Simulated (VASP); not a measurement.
# Sr3B2 (P6/mmm) in VASP: further runs

The runs below take Sr3B2 through single point, relaxation of cell and atoms, with PBE.

All numbers are computed with VASP 6.6.1; they aren't measurements. Logs are shortened: lines on timing, memory, paths and dates and some standing lists are left out, and cuts for length are marked.

## (1) The cell of the first run

The structure is hexagonal, space group P6/mmm (No. 191). Conventional cell: a = 5.404 Å, b = 5.404 Å, c = 5.610 Å, α = 90.00°, β = 90.00°, γ = 120.00°. Sr (site symmetry -6m2) has 2 B at 2.80 Å and 3 Sr at 3.12 Å within 3.7 Å. Sr (site symmetry 6/mmm) has 6 B at 3.12 Å within 4.1 Å. B (site symmetry -6m2) has 5 Sr at 2.80 to 3.12 Å and 3 B at 3.12 Å within 3.7 Å.

## (2) Single point, PBE

Contents of INCAR:

```
SYSTEM = Sr3B2
PREC = Accurate
ENCUT = 520
EDIFF = 1E-6
ISMEAR = 0
SIGMA = 0.1
LREAL = .False.
LASPH = .True.
NELM = 100
ALGO = Normal
ISIF = 2
LWAVE = .False.
LCHARG = .True.
GGA = PE
LELF = .True.
LVHAR = .True.
NBANDS = 26
```

Contents of KPOINTS:

```
Automatic mesh
0
Gamma
  12 12 8
  0 0 0
```

Contents of POSCAR:

```
Sr3B2
1.0
    5.4039123805      0.0000000000      0.0000000000
   -2.7019561903      4.6799254013      0.0000000000
    0.0000000000      0.0000000000      5.6099927000
Sr B
3 2
Direct
    0.3333333333      0.6666666667      0.0000000000
    0.6666666667      0.3333333333      0.0000000000
    0.0000000000      0.0000000000      0.5000000000
    0.3333333333      0.6666666667      0.5000000000
    0.6666666667      0.3333333333      0.5000000000
```

Potentials or basis: VASP PAW PBE potentials, release 64 (Sr_sv, B).

On the command line:

```
$ cat potpaw_PBE.64/Sr_sv/POTCAR potpaw_PBE.64/B/POTCAR > POTCAR
$ mpirun -np 1 vasp_std > vasp.out
```

OUTCAR:

```text
SYSTEM = Sr3B2
   PREC = Accurate
   ENCUT = 520
   EDIFF = 1E-6
   ISMEAR = 0
   LREAL = .False.
   LASPH = .True.
   NELM = 100
   ISIF = 2
   GGA = PE

 ion  position               nearest neighbor table
   1  0.333  0.667  0.000-   4 2.80   4 2.80   2 3.12   2 3.12   2 3.12   3 4.20   3 4.20   3 4.20
                             3 4.20   3 4.20   3 4.20
   2  0.667  0.333  0.000-   5 2.80   5 2.80   1 3.12   1 3.12   1 3.12   3 4.20   3 4.20   3 4.20
                             3 4.20   3 4.20   3 4.20
   3  0.000  0.000  0.500-   4 3.12   5 3.12   4 3.12   5 3.12   5 3.12   4 3.12   1 4.20   2 4.20
                             1 4.20   2 4.20   2 4.20   1 4.20   2 4.20   1 4.20   2 4.20   1 4.20
   4  0.333  0.667  0.500-   1 2.80   1 2.80   3 3.12   3 3.12   3 3.12
   5  0.667  0.333  0.500-   2 2.80   2 2.80   3 3.12   3 3.12   3 3.12

  LATTYP: Found a hexagonal cell.
 ALAT       =     5.4039123805
 C/A-ratio  =     1.0381353925

  Lattice vectors:

 A1 = (   5.4039123805,   0.0000000000,   0.0000000000)
 A2 = (  -2.7019561903,   4.6799254013,   0.0000000000)
 A3 = (   0.0000000000,   0.0000000000,   5.6099927000)

Analysis of symmetry for initial positions (statically):
=====================================================================
 Subroutine PRICEL returns:
 Original cell was already a primitive cell.

 Routine SETGRP: Setting up the symmetry group for a
 hexagonal supercell.

 Subroutine GETGRP returns: Found 24 space group operations
 (whereof 24 operations were pure point group operations)
 out of a pool of 24 trial point group operations.

The static configuration has the point symmetry D_6h.

Analysis of symmetry for dynamics (positions and initial velocities):
=====================================================================
 Subroutine PRICEL returns:
 Original cell was already a primitive cell.

 Routine SETGRP: Setting up the symmetry group for a
 hexagonal supercell.

 Subroutine GETGRP returns: Found 24 space group operations
 (whereof 24 operations were pure point group operations)
 out of a pool of 24 trial point group operations.

The dynamic configuration has the point symmetry D_6h.

 Subroutine INISYM returns: Found 24 space group operations
 (whereof 24 operations are pure point group operations),
 and found     1 'primitive' translations

----------------------------------------------------------------------------------------

                                     Primitive cell

[... 97 lines left out ...]
   LREAL  =      F    real-space projection
   EDIFFG = 0.1E-04   stopping-criterion for IOM
   NSW    =      0    number of steps for IOM
   IBRION =     -1    ionic relax: 0-MD 1-quasi-New 2-CG
   NFREE  =      0    steps in history (QN), initial steepest desc. (CG)
   ISIF   =      2    stress and relaxation
   ISYM   =      2    0-nonsym 1-usesym 2-fastsym
   POTIM  = 0.5000    time-step for ionic-motion
   TEBEG  =    0.0;   TEEND  =   0.0 temperature during run
   PSTRESS=    0.0 pullay stress
   NELECT =      36.0000    total number of electrons
   NUPDOWN=      -1.0000    fix difference up-down
   EMIN   =  10.00;   EMAX   =-10.00  energy-range for DOS
   EFERMI =   0.00;   METHOD = LEGACY
   ISMEAR =     0;   SIGMA  =   0.10  broadening in eV -4-tet -1-fermi 0-gaus
   EFERMI_NEDOS =   21; number of points for ismear=-14 and -15
   IALGO  =     38    algorithm
   IMIX   =      4    mixing-type and parameters
     AMIX     =   0.40;   BMIX     =  1.00
     AMIX_MAG =   1.60;   BMIX_MAG =  1.00
  volume/ion in A,a.u.               =      28.38       191.49
  Fermi-wavevector in a.u.,A,eV,Ry     =   1.036428  1.958565 14.615148  1.074183
  Thomas-Fermi vector in A             =   2.170818
   LORBIT       =      0    0 simple, 1 ext, 2 COOP (PROOUT), +10 PAW based schemes
   GGA     = PE    functional components
   LHFCALC =     F    Hartree Fock is set to
   AEXX    =    0.0000 exact exchange contribution
   IVDW    =     0    specifies the selected vdW correction
   LEPSILON=     F    determine dielectric tensor
   LRPA    =     F    only Hartree local field effects (RPA)
 non-spin polarized calculation
 Gauss-broadening in eV      SIGMA  =   0.10
  energy-cutoff  :      520.00
  volume of cell :      141.88
 maximum number of plane-waves:      3843
   NGX = 21   NGY = 21   NGZ = 21

 number of electron      36.0000000 magnetization

 Free energy of the ion-electron system (eV)
  ---------------------------------------------------
  ext. energy  EPLUGINS =         0.00000000
  ---------------------------------------------------
  free energy    TOTEN  =       -12.23153113 eV

  energy without entropy =      -12.21288995  energy(sigma->0) =      -12.22221054

 E-fermi :   2.3409     XC(G=0):  -8.6831

 val. band max:        2.3405639073   @ k =   0.3333   0.0833   0.3750
 cond. band min:       2.3494111219   @ k =   0.4167  -0.0000   0.1250
 fundamental gap:      0.0088472146
 Fermi energy:         2.3409459951

 k-point     1 :       0.0000    0.0000    0.0000
  band No.  band energies     occupation
      1     -33.8376      2.00000
      2     -33.5435      2.00000
      3     -32.8974      2.00000
      4     -16.4361      2.00000
      5     -16.4361      2.00000
      6     -15.6893      2.00000
[... 685 lines left out ...]
     25       4.5648      0.00000
     26       5.0748      0.00000

 [... further k-points ...]

------------------------ aborting loop because EDIFF is reached ----------------------------------------

  FORCE on cell =-STRESS in cart. coord.  units (eV):
  Direction    XX          YY          ZZ          XY          YZ          ZX
  --------------------------------------------------------------------------------------
  -------------------------------------------------------------------------------------
  Total        0.0729769      0.0729769      0.1227438     -0.0000000      0.0000000      0.0000000
  in kB        0.8241129      0.8241129      1.3861197     -0.0000000      0.0000000      0.0000000
  external PRESSURE =       1.0114485 kB  Pullay stress =       0.0000000 kB

 VOLUME and BASIS-vectors are now :
 -----------------------------------------------------------------------------
  energy-cutoff  :      520.00
  volume of cell :      141.88
      direct lattice vectors                 reciprocal lattice vectors
     5.403912380  0.000000000  0.000000000     0.185051113  0.106839310  0.000000000
    -2.701956190  4.679925401  0.000000000     0.000000000  0.213678620  0.000000000
     0.000000000  0.000000000  5.609992700     0.000000000  0.000000000  0.178253351

 POSITION                                       TOTAL-FORCE (eV/Angst)
 -----------------------------------------------------------------------------------
     -0.00000      3.11995      0.00000         0.000000     -0.000000     -0.000000
      2.70196      1.55998      0.00000        -0.000000      0.000000      0.000000
      0.00000      0.00000      2.80500        -0.000000      0.000000      0.000000
     -0.00000      3.11995      2.80500        -0.000000      0.000000      0.000000
      2.70196      1.55998      2.80500        -0.000000      0.000000      0.000000
 -----------------------------------------------------------------------------------
    total drift:                                0.000000     -0.000000     -0.000000

  FREE ENERGIE OF THE ION-ELECTRON SYSTEM (eV)
  ---------------------------------------------------
  free  energy   TOTEN  =       -12.2315311344 eV

  energy  without entropy=      -12.2128899490  energy(sigma->0) =      -12.22221054
```

OSZICAR:

```text
N       E                     dE             d eps       ncg     rms          rms(c)
DAV:   1     0.200845536959E+03    0.20085E+03   -0.17004E+04  4940   0.122E+03
DAV:   2     0.326254587329E+01   -0.19758E+03   -0.19292E+03  5968   0.274E+02
DAV:   3    -0.126670772360E+02   -0.15930E+02   -0.15774E+02  8080   0.593E+01
DAV:   4    -0.134448582860E+02   -0.77778E+00   -0.77477E+00  7118   0.117E+01
DAV:   5    -0.134641299106E+02   -0.19272E-01   -0.19266E-01  7022   0.173E+00    0.272E+01
DAV:   6    -0.123070903070E+02    0.11570E+01   -0.12473E+01  6072   0.625E+00    0.196E+01
DAV:   7    -0.122298046745E+02    0.77286E-01   -0.92911E-01  7112   0.301E+00    0.941E+00
DAV:   8    -0.122367462033E+02   -0.69415E-02   -0.80766E-02  7328   0.149E+00    0.694E-01
DAV:   9    -0.122311908156E+02    0.55554E-02   -0.46170E-02  6312   0.503E-01    0.395E-01
DAV:  10    -0.122316210737E+02   -0.43026E-03   -0.34856E-03  7880   0.180E-01    0.172E-01
DAV:  11    -0.122315243038E+02    0.96770E-04   -0.56701E-04  6746   0.845E-02    0.729E-02
DAV:  12    -0.122315366037E+02   -0.12300E-04   -0.14776E-04  7476   0.428E-02    0.348E-02
DAV:  13    -0.122315312951E+02    0.53086E-05   -0.25108E-05  6342   0.155E-02    0.857E-03
DAV:  14    -0.122315311344E+02    0.16069E-06   -0.93330E-07  4044   0.427E-03
   1 F= -.12231531E+02 E0= -.12222211E+02  d E =-.186412E-01
```

stdout:

```text
POSCAR found type information on POSCAR SrB
 POSCAR found :  2 types and       5 ions
 scaLAPACK will be used
 LDA part: xc-table for (Slater+PW92), standard interpolation
 POSCAR, INCAR and KPOINTS ok, starting setup
 FFT: planning ... GRIDC
 FFT: planning ... GRID_SOFT
 FFT: planning ... GRID
 WAVECAR not read
 entering main loop
```

It took 5 min on 1 thread of Intel Xeon Platinum 8259CL at 2.50GHz (Skylake/Cascade Lake), shared host; peak memory 0.44 GiB.

What came out:

- Free energy: -12.2315 eV
- Pressure: 0.1 GPa
- Band gap on the k mesh: zero (band 18 reaches 2.68 eV, above the bottom of band 19 at 2.13 eV)

Levels at points of the mesh, in eV from the Fermi level:
```csv
k point,band 14,band 15,band 16,band 17,band 18,band 19,band 20,band 21,band 22,band 23
"(0.00, 0.00, 0.00)",-3.88,-1.76,-1.16,-1.16,-0.37,1.07,1.07,1.81,1.81,1.98
"(0.50, 0.00, 0.00)",-5.38,-1.34,-0.82,-0.24,0.34,0.38,0.69,0.77,1.52,1.68
"(0.00, 0.00, 0.50)",-3.32,-2.73,-1.60,-1.60,-0.38,0.24,1.09,1.09,1.48,1.48
"(0.50, 0.00, 0.50)",-4.94,-1.84,-1.42,-0.97,-0.83,-0.15,1.08,1.27,1.58,1.80
```

## (3) Relaxation of cell and atoms, PBE

Contents of INCAR:

```
ALGO = Normal
EDIFF = 1E-7
EDIFFG = -0.01
ENCUT = 600
GGA = PE
IBRION = 2
ISIF = 3
ISMEAR = 0
LASPH = T
LCHARG = F
LREAL = F
LWAVE = F
NELM = 100
NSW = 100
PREC = Accurate
SIGMA = 0.1
```

Contents of KPOINTS:

```
k-points
0
Gamma
  12 12 8
```

Changes to POSCAR since step 2:

```diff
@@ -2,5 +2,5 @@
 1.0
-    5.4039123805      0.0000000000      0.0000000000
-   -2.7019561903      4.6799254013      0.0000000000
-    0.0000000000      0.0000000000      5.6099927000
+    5.4015905461      0.0000000000      0.0000000000
+   -2.7007952731      4.6779146338      0.0000000000
+    0.0000000000      0.0000000000      5.6048766197
 Sr B
```

Potentials or basis: VASP PAW PBE potentials, release 64 (Sr_sv, B).

On the command line:

```
$ cat potpaw_PBE.64/Sr_sv/POTCAR potpaw_PBE.64/B/POTCAR > POTCAR
$ mpirun -np 1 vasp_std > vasp.out
```

Run time: 10 min. Hardware: 1 thread of Intel Xeon Platinum 8259CL at 2.50GHz (Skylake/Cascade Lake), shared host; peak memory 0.54 GiB.

It converged, with:

| Property | Result |
| --- | --- |
| Free energy | -12.2319 eV |
| Relaxed volume | 28.44 Å³/atom |
| Relaxed cell | a = 5.407 Å, b = 5.407 Å, c = 5.618 Å, α = 90.00°, β = 90.00°, γ = 120.00° |
| Space group after relaxing (to 0.05 Å) | P6/mmm (No. 191) |
| Energy gained by relaxing | 0.1 meV/atom |
| Ionic steps | 2 |
| Pressure after relaxing | 0.0 GPa |
| Band gap on the k mesh | zero (band 18 reaches 2.67 eV, above the bottom of band 19 at 2.12 eV) |

The path:
```tsv
step	energy change (eV)	largest force (eV/Å)	pressure (GPa)	volume (Å³)
1	0.0000	0.0000	0.16	141.63
2	-0.0004	0.0000	0.03	142.22
```

Final structure:
```
CELL_PARAMETERS angstrom
5.40676 0.00000 0.00000
-2.70338 4.68239 0.00000
0.00000 0.00000 5.61760
ATOMIC_POSITIONS crystal
Sr 0.33333 0.66667 0.00000
Sr 0.66667 0.33333 0.00000
Sr 0.00000 0.00000 0.50000
B 0.33333 0.66667 0.50000
B 0.66667 0.33333 0.50000
```

Levels at points of the mesh, in eV from the Fermi level:
| k point | band 16 | band 17 | band 18 | band 19 | band 20 | band 21 |
| --- | --- | --- | --- | --- | --- | --- |
| (0.00, 0.00, 0.00) | -1.15 | -1.15 | -0.38 | 1.07 | 1.07 | 1.81 |
| (0.50, 0.00, 0.00) | -0.82 | -0.25 | 0.34 | 0.38 | 0.68 | 0.77 |
| (0.00, 0.00, 0.50) | -1.60 | -1.60 | -0.38 | 0.25 | 1.09 | 1.09 |
| (0.50, 0.00, 0.50) | -1.41 | -0.97 | -0.83 | -0.15 | 1.08 | 1.27 |

## (4) Single point, PBE

This run uses another cell than the first one, of 22.87 Å³/atom, 0.806 times its volume.

Contents of INCAR:

```
PREC     = Accurate       # precision mode
ENCUT    = 520            # plane-wave cutoff, eV
EDIFF    = 1E-6           # SCF threshold, eV
ISMEAR   = 0              # smearing method
SIGMA    = 0.1            # smearing width, eV
LREAL    = False          # projectors in reciprocal space
LASPH    = True           # aspherical terms in the spheres
NELM     = 100            # most SCF steps
ALGO     = Normal         # electronic algorithm
ISIF     = 2              # what is computed and relaxed
LWAVE    = False          # write WAVECAR
LCHARG   = False          # write CHGCAR
GGA      = PE             # functional
NBANDS   = 26             # bands
```

Contents of KPOINTS:

```
regular mesh
0
Gamma
  6 6 4
```

Contents of POSCAR:

```
Sr3B2
1.0
    5.4025934000      0.0000000000      0.0000000000
   -2.7012967000      4.6787831300      0.0000000000
    0.0000000000      0.0000000000      4.5245995100
Sr B
3 2
Direct
    0.3333333300      0.6666666700      0.0000000000
    0.6666666700      0.3333333300      0.0000000000
    0.0000000000      0.0000000000      0.5000000000
    0.3333333300      0.6666666700      0.5000000000
    0.6666666700      0.3333333300      0.5000000000
```

On the command line:

```
$ cat potpaw_PBE.64/Sr_sv/POTCAR potpaw_PBE.64/B/POTCAR > POTCAR
$ mpirun -np 1 vasp_std > vasp.out
```

Run time: 57 s. Hardware: 1 thread of Intel Xeon Platinum 8259CL at 2.50GHz (Skylake/Cascade Lake), shared host; peak memory 0.25 GiB.

Results (log left out):

| Property | Result |
| --- | --- |
| Free energy | -9.7380 eV |
| Pressure | 15.1 GPa |
| Band gap on the k mesh | zero (band 18 reaches 4.21 eV, above the bottom of band 19 at 2.85 eV) |

Stress tensor (GPa, compression positive):
```
 4.79  0.00  0.00
 0.00  4.79  0.00
 0.00  0.00 35.78
```

Levels at points of the mesh, in eV from the Fermi level:
```csv
k point,band 14,band 15,band 16,band 17,band 18,band 19,band 20,band 21,band 22,band 23
"(0.00, 0.00, 0.00)",-4.79,-1.98,-1.53,-1.53,0.69,0.69,2.03,2.06,2.06,2.67
"(0.50, 0.00, 0.00)",-6.07,-1.83,-1.15,0.09,0.54,0.94,1.25,1.46,1.58,1.58
"(0.00, 0.00, 0.50)",-2.70,-2.70,-2.53,-2.31,-0.82,-0.67,0.43,0.43,0.63,0.63
"(0.50, 0.00, 0.50)",-4.47,-2.49,-1.84,-1.56,-1.14,0.07,0.36,0.53,0.69,0.98
```

## (5) The runs side by side

```csv
task,cell,k mesh,cutoff (eV),gap on the mesh (eV),pressure (GPa)
single point,"a = 5.404, b = 5.404, c = 5.610 Å, angles 90.0, 90.0, 120.0°, 5 atoms",12 × 12 × 8,520,none,0.1
relaxation of cell and atoms,"relaxed from a = 5.402, b = 5.402, c = 5.605 Å, angles 90.0, 90.0, 120.0°, 5 atoms",12 × 12 × 8,600,none,0.0
single point,"a = 5.403, b = 5.403, c = 4.525 Å, angles 90.0, 90.0, 120.0°, 5 atoms",6 × 6 × 4,520,none,15.1
```

Alike in all rows: level PBE; potentials or basis VASP PAW PBE potentials, release 64 (Sr_sv, B); no spin polarisation; smearing gaussian 0.1 eV.

Total energies depend on the potentials used, so only differences within one code and one set of settings carry meaning.
